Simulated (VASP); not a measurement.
# SiC (rocksalt type) (Fm-3m) in VASP: further runs, part 2 of 2

VASP 6.6.1. Earlier steps stand in the parts before.

## (3) Single point, PBE (volume scaled by 1.02)

INCAR

```
SYSTEM = SiC
  ALGO = Normal
  EDIFF = 1E-6
  ENCUT = 520
  GGA = PE
  ISIF = 2
  ISMEAR = -1
  LASPH = .TRUE.
  LCHARG = .FALSE.
  LREAL = .FALSE.
  LWAVE = .FALSE.
  NBANDS = 11
  NELM = 80
  PREC = Accurate
  SIGMA = 0.05
```

KPOINTS

```
k-points
0
G
  13 13 13
  0 0 0
```

POSCAR

```
SiC
1.0
    0.0000000000      2.0431105363      2.0431105363
    2.0431105363      0.0000000000      2.0431105363
    2.0431105363      2.0431105363      0.0000000000
Si C
1 1
Direct
    0.0000000000      0.0000000000      0.0000000000
    0.5000000000      0.5000000000      0.5000000000
```

Potentials or basis: VASP PAW PBE potentials, release 64 (Si, C).

On the command line:

```sh
$ cat potpaw_PBE.64/Si/POTCAR potpaw_PBE.64/C/POTCAR > POTCAR
$ mpirun -np 1 vasp_std > vasp.out
```

OUTCAR:

```text
SYSTEM = SiC
   EDIFF = 1E-6
   ENCUT = 520
   GGA = PE
   ISIF = 2
   ISMEAR = -1
   LASPH = .TRUE.
   LREAL = .FALSE.
   NELM = 80
   PREC = Accurate

 ion  position               nearest neighbor table
   1  0.000  0.000  0.000-   2 2.04   2 2.04   2 2.04   2 2.04   2 2.04   2 2.04
   2  0.500  0.500  0.500-   1 2.04   1 2.04   1 2.04   1 2.04   1 2.04   1 2.04

  LATTYP: Found a face centered cubic cell.
 ALAT       =     4.0862210726

  Lattice vectors:

 A1 = (   0.0000000000,   2.0431105363,   2.0431105363)
 A2 = (   2.0431105363,   0.0000000000,   2.0431105363)
 A3 = (   2.0431105363,   2.0431105363,   0.0000000000)

Analysis of symmetry for initial positions (statically):
=====================================================================
 Subroutine PRICEL returns:
 Original cell was already a primitive cell.

 Routine SETGRP: Setting up the symmetry group for a
 face centered cubic supercell.

 Subroutine GETGRP returns: Found 48 space group operations
 (whereof 48 operations were pure point group operations)
 out of a pool of 48 trial point group operations.

The static configuration has the point symmetry O_h .

Analysis of symmetry for dynamics (positions and initial velocities):
=====================================================================
 Subroutine PRICEL returns:
 Original cell was already a primitive cell.

 Routine SETGRP: Setting up the symmetry group for a
 face centered cubic supercell.

 Subroutine GETGRP returns: Found 48 space group operations
 (whereof 48 operations were pure point group operations)
 out of a pool of 48 trial point group operations.

The dynamic configuration has the point symmetry O_h .

 Subroutine INISYM returns: Found 48 space group operations
 (whereof 48 operations are pure point group operations),
 and found     1 'primitive' translations

[... 120 lines left out ...]
   LHFCALC =     F    Hartree Fock is set to
   AEXX    =    0.0000 exact exchange contribution
   IVDW    =     0    specifies the selected vdW correction
   LEPSILON=     F    determine dielectric tensor
   LRPA    =     F    only Hartree local field effects (RPA)
 non-spin polarized calculation
  energy-cutoff  :      520.00
  volume of cell :       17.06
 maximum number of plane-waves:       471
 NGX is ok and might be reduce to    24
   NGX = 11   NGY = 11   NGZ = 11

 number of electron       8.0000000 magnetization

 Free energy of the ion-electron system (eV)
  ---------------------------------------------------
  ext. energy  EPLUGINS =         0.00000000
  ---------------------------------------------------
  free energy    TOTEN  =       -13.57327479 eV

  energy without entropy =      -13.57126289  energy(sigma->0) =      -13.57226884

 E-fermi :  11.9206     XC(G=0): -12.5732

 val. band max:       11.8898978618   @ k =   0.0769   0.0000   0.0000
 cond. band min:      11.9631140681   @ k =  -0.1538   0.1538   0.0000
 fundamental gap:      0.0732162063
 Fermi energy:        11.9206002871

 k-point     1 :       0.0000    0.0000    0.0000
  band No.  band energies     occupation
      1      -6.1722      2.00000
      2      11.9738      0.51329
      3      11.9738      0.51329
      4      11.9738      0.51328
      5      18.9569      0.00000
      6      20.9112      0.00000
      7      20.9112      0.00000
      8      20.9112      0.00000
      9      24.3465      0.00000
     10      24.3465      0.00000
     11      24.3465      0.00000
[... 309 lines left out ...]
 k-point    24 :       0.4615    0.1538    0.0000
  band No.  band energies     occupation
      1      -1.8372      2.00000
      2       2.6121      2.00000
      3       9.1226      2.00000
      4       9.8211      2.00000
      5      15.0487      0.00000
      6      19.4349      0.00000
      7      19.6302      0.00000
      8      23.4005      0.00000
      9      24.1501      0.00000
     10      28.4142      0.00000
     11      30.2969      0.00000

 [... further k-points ...]

------------------------ aborting loop because EDIFF is reached ----------------------------------------

  FORCE on cell =-STRESS in cart. coord.  units (eV):
  Direction    XX          YY          ZZ          XY          YZ          ZX
  --------------------------------------------------------------------------------------
  -------------------------------------------------------------------------------------
  Total       -0.5016844     -0.5016844     -0.5016844      0.0000000      0.0000000      0.0000000
  in kB      -47.1232912    -47.1232912    -47.1232912      0.0000000      0.0000000      0.0000000
  external PRESSURE =     -47.1232912 kB  Pullay stress =       0.0000000 kB

 VOLUME and BASIS-vectors are now :
 -----------------------------------------------------------------------------
  energy-cutoff  :      520.00
  volume of cell :       17.06
      direct lattice vectors                 reciprocal lattice vectors
     0.000000000  2.043110536  2.043110536    -0.244724889  0.244724889  0.244724889
     2.043110536  0.000000000  2.043110536     0.244724889 -0.244724889  0.244724889
     2.043110536  2.043110536  0.000000000     0.244724889  0.244724889 -0.244724889

 POSITION                                       TOTAL-FORCE (eV/Angst)
 -----------------------------------------------------------------------------------
      0.00000      0.00000      0.00000        -0.000000     -0.000000     -0.000000
      2.04311      2.04311      2.04311         0.000000      0.000000      0.000000
 -----------------------------------------------------------------------------------
    total drift:                               -0.000000     -0.000000      0.000000

  FREE ENERGIE OF THE ION-ELECTRON SYSTEM (eV)
  ---------------------------------------------------
  free  energy   TOTEN  =       -13.5732747852 eV

  energy  without entropy=      -13.5712628873  energy(sigma->0) =      -13.57226884
```

stdout:

```text
POSCAR found type information on POSCAR SiC
 POSCAR found :  2 types and       2 ions
 scaLAPACK will be used
 LDA part: xc-table for (Slater+PW92), standard interpolation
 POSCAR, INCAR and KPOINTS ok, starting setup
 FFT: planning ... GRIDC
 FFT: planning ... GRID_SOFT
 FFT: planning ... GRID
 WAVECAR not read
 entering main loop
```

It took 32 s on 1 thread of AMD EPYC 7R13, shared host; peak memory 0.11 GiB.

What came out:

| Item | Value |
| --- | --- |
| Free energy | -13.5733 eV |
| Pressure | -4.7 GPa |
| Band gap on the k mesh | zero (band 4 reaches 12.05 eV, above the bottom of band 5 at 10.93 eV) |

Levels at points of the mesh, in eV from the Fermi level:
```tsv
k point	band 2	band 3	band 4	band 5	band 6	band 7
(0.00, 0.00, 0.00)	0.05	0.05	0.05	7.04	8.99	8.99
```

Caveat: the cell differs from its parent crystal (volume scaled by 1.02).

## (4) Single point, PBE (volume scaled by 1.04)

INCAR

```
SYSTEM = SiC
ALGO = Normal
EDIFF = 1E-6
ENCUT = 520
GGA = PE
ISIF = 2
ISMEAR = -1
LASPH = .True.
LCHARG = .False.
LREAL = .False.
LWAVE = .False.
NBANDS = 11
NELM = 80
PREC = Accurate
SIGMA = 0.05
```

KPOINTS

```
k-points
0
Gamma
  13 13 13
  0 0 0
```

POSCAR

```
SiC
1.0
    0.0000000000      2.0563778596      2.0563778596
    2.0563778596      0.0000000000      2.0563778596
    2.0563778596      2.0563778596      0.0000000000
Si C
1 1
Direct
    0.0000000000      0.0000000000      0.0000000000
    0.5000000000      0.5000000000      0.5000000000
```

On the command line:

```sh
$ cat potpaw_PBE.64/Si/POTCAR potpaw_PBE.64/C/POTCAR > POTCAR
$ mpirun -np 1 vasp_std > vasp.out
```

Wall time 34 s (1 thread of AMD EPYC 7R13, shared host); peak memory 0.11 GiB.

The run converged. Its results:

```
Free energy            : -13.5589 eV
Pressure               : -9.1 GPa
Band gap on the k mesh : zero (band 4 reaches 11.76 eV, above the bottom of band 5 at 10.52 eV)
```

Levels at points of the mesh, in eV from the Fermi level:
```tsv
k point	band 2	band 3	band 4	band 5	band 6	band 7
(0.00, 0.00, 0.00)	0.05	0.05	0.05	6.70	8.98	8.98
```

Caveat: the cell differs from its parent crystal (volume scaled by 1.04).

## (5) Relaxation of cell and atoms, PBE

This run uses another cell than the first one, of 11.12 Å³/atom, 1.358 times its volume.

INCAR

```
ALGO = Normal
EDIFF = 1E-6
EDIFFG = -0.005
ENCUT = 600
GGA = PE
IBRION = 2
ISIF = 3
ISMEAR = -1
LASPH = True
LCHARG = False
LREAL = False
LWAVE = False
NELM = 100
NSW = 100
PREC = Accurate
SIGMA = 0.05
```

KPOINTS

```
k-points
0
Gamma
  13 13 13
```

POSCAR

```
SiC
1.0
    0.0000000000      2.2322827293      2.2322827293
    2.2322827293      0.0000000000      2.2322827293
    2.2322827293      2.2322827293      0.0000000000
Si C
1 1
Direct
    0.0000000000      0.0000000000      0.0000000000
    0.5000000000      0.5000000000      0.5000000000
```

Potentials or basis: VASP PAW PBE potentials, release 64 (Si, C).

On the command line:

```sh
$ cat potpaw_PBE.64/Si/POTCAR potpaw_PBE.64/C/POTCAR > POTCAR
$ mpirun -np 1 vasp_std > vasp.out
```

OUTCAR:

```text
EDIFF = 1E-6
   EDIFFG = -0.005
   ENCUT = 600
   GGA = PE
   IBRION = 2
   ISIF = 3
   ISMEAR = -1
   LASPH = True
   LREAL = False
   NELM = 100
   NSW = 100
   PREC = Accurate

 ion  position               nearest neighbor table
   1  0.000  0.000  0.000-   2 2.23   2 2.23   2 2.23   2 2.23   2 2.23   2 2.23
   2  0.500  0.500  0.500-   1 2.23   1 2.23   1 2.23   1 2.23   1 2.23   1 2.23

  LATTYP: Found a face centered cubic cell.
 ALAT       =     4.4645654586

  Lattice vectors:

 A1 = (   0.0000000000,   2.2322827293,   2.2322827293)
 A2 = (   2.2322827293,   0.0000000000,   2.2322827293)
 A3 = (   2.2322827293,   2.2322827293,   0.0000000000)

Analysis of symmetry for initial positions (statically):
=====================================================================
 Subroutine PRICEL returns:
 Original cell was already a primitive cell.

 Routine SETGRP: Setting up the symmetry group for a
 face centered cubic supercell.

 Subroutine GETGRP returns: Found 48 space group operations
[... 178 lines left out ...]
      2       8.2925      0.06239
      3       8.2925      0.06239
      4       8.2925      0.06239
      5      11.2214      0.00000
      6      17.1273      0.00000
      7      17.1273      0.00000
      8      17.1273      0.00000
[... 324 lines left out ...]
--------------------------------------- Ionic step        3  -------------------------------------------

 number of electron       8.0000000 magnetization

 Free energy of the ion-electron system (eV)
  ---------------------------------------------------
  ext. energy  EPLUGINS =         0.00000000
  ---------------------------------------------------
  free energy    TOTEN  =       -13.58615327 eV

  energy without entropy =      -13.58393492  energy(sigma->0) =      -13.58504409

 E-fermi :  12.2210     XC(G=0): -12.6634

 val. band max:       12.1902747605   @ k =   0.0769   0.0000   0.0000
 cond. band min:      12.2427046960   @ k =  -0.1538   0.1538   0.0000
 fundamental gap:      0.0524299355
 Fermi energy:        12.2210416435

 k-point     1 :       0.0000    0.0000    0.0000
  band No.  band energies     occupation
      1      -6.0982      2.00000
      2      12.2783      0.48246
      3      12.2783      0.48246
      4      12.2783      0.48246
      5      19.6151      0.00000
      6      21.2260      0.00000
      7      21.2260      0.00000
      8      21.2260      0.00000
[... 282 lines left out ...]
  FREE ENERGIE OF THE ION-ELECTRON SYSTEM (eV)
  ---------------------------------------------------
  free  energy   TOTEN  =       -13.5861532686 eV

  energy  without entropy=      -13.5839349183  energy(sigma->0) =      -13.58504409

 reached required accuracy - stopping structural energy minimisation
```

Wall time 95 s (1 thread of AMD EPYC 7R13, shared host); peak memory 0.14 GiB.

Results:

```
Free energy                            : -13.5862 eV
Relaxed volume                         : 8.36 Å³/atom
Relaxed cell                           : a = 2.870 Å, b = 2.870 Å, c = 2.870 Å, α = 60.00°, β = 60.00°, γ = 60.00°
Space group after relaxing (to 0.05 Å) : Fm-3m (No. 225)
Energy gained by relaxing              : 414.2 meV/atom
Ionic steps                            : 3
Pressure after relaxing                : 0.0 GPa
Band gap on the k mesh                 : zero (band 4 reaches 12.35 eV, above the bottom of band 5 at 11.37 eV)
```

The path:
| step | energy change (eV) | largest force (eV/Å) | pressure (GPa) | volume (Å³) |
| --- | --- | --- | --- | --- |
| 1 | 0.0000 | 0.0000 | -36.64 | 22.25 |
| 2 | -0.6738 | 0.0000 | 32.44 | 15.02 |
| 3 | -0.8285 | 0.0000 | 0.02 | 16.72 |

Final structure:
```
CELL_PARAMETERS angstrom
0.00000 2.02945 2.02945
2.02945 0.00000 2.02945
2.02945 2.02945 0.00000
ATOMIC_POSITIONS crystal
Si 0.00000 0.00000 0.00000
C 0.50000 0.50000 0.50000
```

Caveat: the volume moved by over 15 % at a fixed basis, so the end points are rough.

## (6) Summary

| task | cell | cutoff (eV) | gap on the mesh (eV) | pressure (GPa) |
| --- | --- | --- | --- | --- |
| single point | a = 2.851 Å, angles 60.0°, 2 atoms | 520 | none | 5.2 |
| single point | a = 2.889 Å, angles 60.0°, 2 atoms | 520 | none | -4.7 |
| single point | a = 2.908 Å, angles 60.0°, 2 atoms | 520 | none | -9.1 |
| relaxation of cell and atoms | relaxed from a = 3.157 Å, angles 60.0°, 2 atoms | 600 | none | 0.0 |

Alike in all rows: level PBE; potentials or basis VASP PAW PBE potentials, release 64 (Si, C); no spin polarisation; k mesh 13 × 13 × 13; smearing fermi-dirac 0.05 eV.

Caveats: the volume moved by over 15 % at a fixed basis, so the end points are rough (some runs).

Total energies depend on the potentials used, so only differences within one code and one set of settings carry meaning.
